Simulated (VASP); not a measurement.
# Pd3S2 (P-3m1) in VASP: relaxation of cell and atoms with PBE

Aim: the relaxation of cell and atoms of Pd3S2 with PBE.

Everything below comes from runs of VASP 6.6.1. Logs are shortened: lines on timing, memory, paths and dates and some standing lists are left out, and cuts for length are marked.

## (1) The cell of the first run

It takes space group P-3m1 (No. 164, trigonal). Conventional cell: a = 4.181 Å, b = 4.181 Å, c = 5.334 Å, α = 90.00°, β = 90.00°, γ = 120.00°. Within 3.5 Å of Pd (site symmetry -3m) lie 6 S at 2.65 Å and 6 Pd at 3.04 Å. Within 3.2 Å of Pd (site symmetry 3m) lie 5 S at 2.40 to 2.94 Å and 6 Pd at 2.92 to 3.04 Å. Within 3.3 Å of S (site symmetry 3m) lie 8 Pd at 2.40 to 2.94 Å and 3 S at 3.26 Å.

## (2) Relaxation of cell and atoms, PBE

INCAR

```
SYSTEM = Pd3S2
PREC = Accurate
ENCUT = 600
EDIFF = 1E-7
ISMEAR = 0
SIGMA = 0.1
LREAL = .False.
LASPH = .True.
NELM = 60
ALGO = Normal
ISIF = 3
LWAVE = .False.
LCHARG = .False.
GGA = PE
IBRION = 2
NSW = 100
EDIFFG = -0.01
```

KPOINTS

```
Automatic mesh
0
Gamma
  12 12 8
  0 0 0
```

POSCAR

```
Pd3S2
1.0
    4.1808694483      0.0000000000      0.0000000000
   -2.0904347242      3.6207391521      0.0000000000
    0.0000000000      0.0000000000      5.3340991338
Pd S
3 2
Direct
    0.0000000000      0.0000000000      0.0000000000
    0.3333333333      0.6666666667      0.6542475635
    0.6666666667      0.3333333333      0.3457524365
    0.3333333333      0.6666666667      0.2051795544
    0.6666666667      0.3333333333      0.7948204456
```

Potentials or basis: VASP PAW PBE potentials, release 64 (Pd, S).

Command:

```sh
$ cat potpaw_PBE.64/Pd/POTCAR potpaw_PBE.64/S/POTCAR > POTCAR
$ mpirun -np 1 vasp_std > vasp.out
```

OUTCAR:

```text
SYSTEM = Pd3S2
   PREC = Accurate
   ENCUT = 600
   EDIFF = 1E-7
   ISMEAR = 0
   LREAL = .False.
   LASPH = .True.
   NELM = 60
   ISIF = 3
   GGA = PE
   IBRION = 2
   NSW = 100
   EDIFFG = -0.01

 ion  position               nearest neighbor table
   1  0.000  0.000  0.000-   4 2.65   5 2.65   4 2.65   5 2.65   5 2.65   4 2.65   2 3.04   3 3.04
                             2 3.04   3 3.04   2 3.04   3 3.04
   2  0.333  0.667  0.654-   4 2.40   5 2.53   5 2.53   5 2.53   3 2.92   3 2.92   3 2.92   4 2.94
                             1 3.04   1 3.04   1 3.04
   3  0.667  0.333  0.346-   5 2.40   4 2.53   4 2.53   4 2.53   2 2.92   2 2.92   2 2.92   5 2.94
                             1 3.04   1 3.04   1 3.04
   4  0.333  0.667  0.205-   2 2.40   3 2.53   3 2.53   3 2.53   1 2.65   1 2.65   1 2.65   2 2.94

   5  0.667  0.333  0.795-   3 2.40   2 2.53   2 2.53   2 2.53   1 2.65   1 2.65   1 2.65   3 2.94

  LATTYP: Found a hexagonal cell.
 ALAT       =     4.1808694483
 C/A-ratio  =     1.2758348951

  Lattice vectors:

 A1 = (   4.1808694483,   0.0000000000,   0.0000000000)
 A2 = (  -2.0904347242,   3.6207391521,   0.0000000000)
 A3 = (   0.0000000000,   0.0000000000,   5.3340991338)

Analysis of symmetry for initial positions (statically):
=====================================================================
 Subroutine PRICEL returns:
 Original cell was already a primitive cell.

 Routine SETGRP: Setting up the symmetry group for a
 hexagonal supercell.

 Subroutine GETGRP returns: Found 12 space group operations
 (whereof 12 operations were pure point group operations)
 out of a pool of 24 trial point group operations.

The static configuration has the point symmetry D_3d.

Analysis of symmetry for dynamics (positions and initial velocities):
=====================================================================
 Subroutine PRICEL returns:
 Original cell was already a primitive cell.

 Routine SETGRP: Setting up the symmetry group for a
 hexagonal supercell.

 Subroutine GETGRP returns: Found 12 space group operations
 (whereof 12 operations were pure point group operations)
 out of a pool of 24 trial point group operations.

The dynamic configuration has the point symmetry D_3d.

 Subroutine INISYM returns: Found 12 space group operations
 (whereof 12 operations are pure point group operations),
 and found     1 'primitive' translations

----------------------------------------------------------------------------------------

                                     Primitive cell

  volume of cell :      80.7467

  direct lattice vectors                    reciprocal lattice vectors
     4.180869448  0.000000000  0.000000000     0.239184699  0.138093350  0.000000000
    -2.090434724  3.620739152  0.000000000     0.000000000  0.276186701  0.000000000
     0.000000000  0.000000000  5.334099134     0.000000000  0.000000000  0.187473081

  length of vectors
     4.180869448  4.180869448  5.334099134     0.276186701  0.276186701  0.187473081

  position of ions in fractional coordinates (direct lattice)
     0.000000000  0.000000000  0.000000000
     0.333333333  0.666666667  0.654247564
     0.666666667  0.333333333  0.345752436
     0.333333333  0.666666667  0.205179554
     0.666666667  0.333333333  0.794820446

  ion indices of the primitive-cell ions
   primitive index   ion index
                 1           1
                 2           2
                 3           3
                 4           4
                 5           5

----------------------------------------------------------------------------------------

 KPOINTS: Automatic mesh

Automatic generation of k-mesh.
 Grid dimensions read from file:
 generate k-points for:   12   12    8

 Generating k-lattice:

  Cartesian coordinates                     Fractional coordinates (reciprocal lattice)
     0.019932058  0.011507779  0.000000000     0.083333333  0.000000000  0.000000000
     0.000000000  0.023015558  0.000000000     0.000000000  0.083333333  0.000000000
     0.000000000  0.000000000  0.023434135     0.000000000  0.000000000  0.125000000

  Length of vectors
     0.023015558  0.023015558  0.023434135

  Shift w.r.t. Gamma in fractional coordinates (k-lattice)
     0.000000000  0.000000000  0.000000000

 Subroutine IBZKPT returns following result:
 ===========================================

 Found    131 irreducible k-points:

 Following reciprocal coordinates:
            Coordinates               Weight
  0.000000  0.000000  0.000000      1.000000
  0.083333 -0.000000  0.000000      6.000000
  0.166667 -0.000000  0.000000      6.000000
  0.250000  0.000000  0.000000      6.000000
  0.333333  0.000000  0.000000      6.000000
  0.416667  0.000000  0.000000      6.000000
[... 16 lines left out ...]
  0.166667 -0.000000  0.125000      6.000000
  0.000000  0.166667  0.125000      6.000000
 [... further k-points ...]
   k-points           NKPTS =    131   k-points in BZ     NKDIM =    131   number of bands    NBANDS=     25
   number of dos      NEDOS =    301   number of ions     NIONS =      5
   total plane-waves  NPLWV =  62208
   dimension x,y,z NGX =    36 NGY =   36 NGZ =   48
   dimension x,y,z NGXF=    72 NGYF=   72 NGZF=   96
   ions per type =               3   2
   NGX,Y,Z   is equivalent  to a cutoff of  14.31, 14.31, 14.96 a.u.
   NGXF,Y,Z  is equivalent  to a cutoff of  28.63, 28.63, 29.92 a.u.
 SYSTEM =  Pd3S2
   PREC   = accura    normal or accurate (medium, high low for compatibility)
   ISTART =      0    job   : 0-new  1-cont  2-samecut
   ICHARG =      2    charge: 1-file 2-atom 10-const
   ISPIN  =      1    spin polarized calculation?
   LNONCOLLINEAR =      F non collinear calculations
   LSORBIT =      F    spin-orbit coupling
   LASPH  =      T    aspherical Exc in radial PAW
   ENCUT  =  600.0 eV  44.10 Ry    6.64 a.u.   8.35  8.35 10.65*2*pi/ulx,y,z
   NELM   =     60;   NELMIN=  2; NELMDL= -5     # of ELM steps
   EDIFF  = 0.1E-06   stopping-criterion for ELM
   LREAL  =      F    real-space projection
   EDIFFG = -.1E-01   stopping-criterion for IOM
   NSW    =    100    number of steps for IOM
   IBRION =      2    ionic relax: 0-MD 1-quasi-New 2-CG
   NFREE  =      1    steps in history (QN), initial steepest desc. (CG)
   ISIF   =      3    stress and relaxation
   ISYM   =      2    0-nonsym 1-usesym 2-fastsym
   POTIM  = 0.5000    time-step for ionic-motion
   TEBEG  =    0.0;   TEEND  =   0.0 temperature during run
   PSTRESS=    0.0 pullay stress
   NELECT =      42.0000    total number of electrons
   NUPDOWN=      -1.0000    fix difference up-down
   EMIN   =  10.00;   EMAX   =-10.00  energy-range for DOS
   EFERMI =   0.00;   METHOD = LEGACY
   ISMEAR =     0;   SIGMA  =   0.10  broadening in eV -4-tet -1-fermi 0-gaus
   EFERMI_NEDOS =   21; number of points for ismear=-14 and -15
   IALGO  =     38    algorithm
   IMIX   =      4    mixing-type and parameters
     AMIX     =   0.40;   BMIX     =  1.00
     AMIX_MAG =   1.60;   BMIX_MAG =  1.00
  volume/ion in A,a.u.               =      16.15       108.98
  Fermi-wavevector in a.u.,A,eV,Ry     =   1.316587  2.487989 23.584363  1.733402
  Thomas-Fermi vector in A             =   2.446689
   LORBIT       =      0    0 simple, 1 ext, 2 COOP (PROOUT), +10 PAW based schemes
   GGA     = PE    functional components
   LHFCALC =     F    Hartree Fock is set to
   AEXX    =    0.0000 exact exchange contribution
   IVDW    =     0    specifies the selected vdW correction
   LEPSILON=     F    determine dielectric tensor
   LRPA    =     F    only Hartree local field effects (RPA)
 conjugate gradient relaxation of ions
 non-spin polarized calculation
 Gauss-broadening in eV      SIGMA  =   0.10
  energy-cutoff  :      600.00
  volume of cell :       80.75
 maximum number of plane-waves:      2724
 NGX is ok and might be reduce to    36
   NGX = 17   NGY = 17   NGZ = 21

--------------------------------------- Ionic step        1  -------------------------------------------

 number of electron      42.0000006 magnetization

 Free energy of the ion-electron system (eV)
  ---------------------------------------------------
  ext. energy  EPLUGINS =         0.00000000
  ---------------------------------------------------
  free energy    TOTEN  =       -24.12338908 eV

  energy without entropy =      -24.10771618  energy(sigma->0) =      -24.11555263

------------------------ aborting loop because EDIFF is reached ----------------------------------------

  FORCE on cell =-STRESS in cart. coord.  units (eV):
  Direction    XX          YY          ZZ          XY          YZ          ZX
  --------------------------------------------------------------------------------------
  -------------------------------------------------------------------------------------
  Total       -0.1484905     -0.1484905      0.1506383      0.0000000      0.0000000      0.0000000
  in kB       -2.9463496     -2.9463496      2.9889669      0.0000000      0.0000000      0.0000000
  external PRESSURE =      -0.9679108 kB  Pullay stress =       0.0000000 kB
[... 98 lines left out ...]
  FREE ENERGIE OF THE ION-ELECTRON SYSTEM (eV)
  ---------------------------------------------------
  free  energy   TOTEN  =       -24.1247102165 eV

  energy  without entropy=      -24.1083592837  energy(sigma->0) =      -24.11653475

[... ionic steps 4 to 12 ...]

--------------------------------------- Ionic step       13  -------------------------------------------

 number of electron      42.0000001 magnetization

------------------------ aborting loop because EDIFF is reached ----------------------------------------

  FORCE on cell =-STRESS in cart. coord.  units (eV):
  Direction    XX          YY          ZZ          XY          YZ          ZX
  --------------------------------------------------------------------------------------
  -------------------------------------------------------------------------------------
  Total       -0.0070536     -0.0070536      0.0228704      0.0000000      0.0000000      0.0000000
  in kB       -0.1393844     -0.1393844      0.4519343      0.0000000      0.0000000      0.0000000
  external PRESSURE =       0.0577219 kB  Pullay stress =       0.0000000 kB
[... 63 lines left out ...]
  energy  without entropy=      -24.1080339915  energy(sigma->0) =      -24.11771615

--------------------------------------- Ionic step       15  -------------------------------------------

 number of electron      42.0000001 magnetization

 Free energy of the ion-electron system (eV)
  ---------------------------------------------------
  ext. energy  EPLUGINS =         0.00000000
  ---------------------------------------------------
  free energy    TOTEN  =       -24.12741542 eV

  energy without entropy =      -24.10807617  energy(sigma->0) =      -24.11774579

 E-fermi :   8.4346     XC(G=0): -11.7803

 val. band max:        8.4338621988   @ k =   0.0000   0.1667   0.1250
 cond. band min:       8.4352154645   @ k =  -0.2500  -0.4167   0.2500
 fundamental gap:      0.0013532657
 Fermi energy:         8.4345540504

 k-point     1 :       0.0000    0.0000    0.0000
  band No.  band energies     occupation
      1      -6.3690      2.00000
      2      -4.9798      2.00000
      3       2.1061      2.00000
      4       2.4851      2.00000
      5       2.4851      2.00000
      6       3.1543      2.00000
[... 661 lines left out ...]
     24      10.7540      0.00000
     25      11.8645      0.00000

 [... further k-points ...]

------------------------ aborting loop because EDIFF is reached ----------------------------------------

  FORCE on cell =-STRESS in cart. coord.  units (eV):
  Direction    XX          YY          ZZ          XY          YZ          ZX
  --------------------------------------------------------------------------------------
  -------------------------------------------------------------------------------------
  Total        0.0020957      0.0020957      0.0233320     -0.0000000     -0.0000000      0.0000000
  in kB        0.0414185      0.0414185      0.4611169     -0.0000000     -0.0000000      0.0000000
  external PRESSURE =       0.1813180 kB  Pullay stress =       0.0000000 kB
[... 20 lines left out ...]
  FREE ENERGIE OF THE ION-ELECTRON SYSTEM (eV)
  ---------------------------------------------------
  free  energy   TOTEN  =       -24.1274154185 eV

  energy  without entropy=      -24.1080761694  energy(sigma->0) =      -24.11774579

 reached required accuracy - stopping structural energy minimisation
```

Wall time 22 min (1 thread of Intel Xeon 6975P-C (Granite Rapids), shared host); peak memory 0.45 GiB.

What came out:

```
Free energy                           : -24.1274 eV
Relaxed volume                        : 16.21 Å³/atom
Relaxed cell                          : a = 4.149 Å, b = 4.149 Å, c = 5.439 Å, α = 90.00°, β = 90.00°, γ = 120.00°
Space group after relaxing (to 0.1 Å) : P-3m1 (No. 164)
Energy gained by relaxing             : 0.8 meV/atom
Ionic steps                           : 15
Pressure after relaxing               : 0.0 GPa
Largest force after relaxing          : 0.008 eV/Å
Band gap on the k mesh                : zero (bands 21 and 22 overlap by 1.44 eV)
```

Forces in eV/Å, atoms in the order of the input:
```
Pd   0.000  0.000  0.000
Pd   0.000  0.000 -0.004
Pd   0.000  0.000  0.004
S    0.000  0.000 -0.008
S    0.000  0.000  0.008
```

The path:
| step | energy change (eV) | largest force (eV/Å) | pressure (GPa) | volume (Å³) |
| --- | --- | --- | --- | --- |
| 1 | 0.0000 | 0.0507 | -0.10 | 80.75 |
| 2 | -0.0007 | 0.0470 | 0.12 | 80.63 |
| 3 | -0.0013 | 0.0407 | 0.46 | 80.45 |
| 4 | -0.0017 | 0.0433 | 0.37 | 80.52 |
| 5 | -0.0026 | 0.0513 | 0.12 | 80.72 |
| 6 | -0.0030 | 0.0680 | -0.36 | 81.13 |
| 7 | -0.0031 | 0.0630 | -0.22 | 81.01 |
| 8 | -0.0035 | 0.0453 | -0.14 | 81.02 |
| 9 | -0.0039 | 0.0268 | 0.01 | 81.02 |
| 10 | -0.0039 | 0.0236 | 0.06 | 81.02 |
| 11 | -0.0040 | 0.0179 | -0.01 | 81.07 |
| 12 | -0.0040 | 0.0123 | -0.07 | 81.12 |
| 13 | -0.0040 | 0.0102 | 0.01 | 81.08 |
| 14 | -0.0040 | 0.0112 | 0.00 | 81.07 |
| 15 | -0.0040 | 0.0078 | 0.02 | 81.07 |

Final structure:
```
CELL_PARAMETERS angstrom
4.14875 0.00000 0.00000
-2.07437 3.59292 0.00000
0.00000 0.00000 5.43859
ATOMIC_POSITIONS crystal
Pd 0.00000 0.00000 0.00000
Pd 0.33333 0.66667 0.65295
Pd 0.66667 0.33333 0.34705
S 0.33333 0.66667 0.21141
S 0.66667 0.33333 0.78859
```
